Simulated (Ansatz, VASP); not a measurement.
# Si3Au: VASP beside Ansatz

```
Si Au
1.0
     4.02863    0.00000    0.00000
     0.00000    4.02863    0.00000
     0.00000    0.00000    4.02863
Si Au
3 1
Cartesian
  0.0000 2.0143 2.0143
  2.0143 0.0000 2.0143
  2.0143 2.0143 0.0000
  0.0000 0.0000 0.0000
```

Alike in both runs: functional PBE; k mesh 12 × 12 × 12; occupations gaussian, width 0.1 eV; no spin polarisation.

Ansatz relaxed the structure, and its values are those at the end. VASP's run is a single point on that final structure, the one shown.

|  | VASP | Ansatz |
| --- | --- | --- |
| version | VASP 6.6.1 | Ansatz 0.2.0 |
| potentials or method | VASP PAW PBE potentials, release 64 (Si, Au), cutoff 520 eV | scalar-relativistic, plane waves, PAW |
| valence electrons in the cell | 23 | 31 |

```tsv
	VASP	Ansatz	Ansatz less VASP
gap on the k mesh at the Fermi level (eV)	none	none	-
pressure (GPa)	0.0	0.0	+0.06
```

A gap of «none» marks a metal or a gap that the smearing closes. With one functional, cell and mesh, what is left measures potentials, basis and numerics. VASP's potentials hold 23 valence electrons a cell and Ansatz's 31, so a difference there can come from the potentials and not from the codes.

Spin-orbit coupling is off throughout.
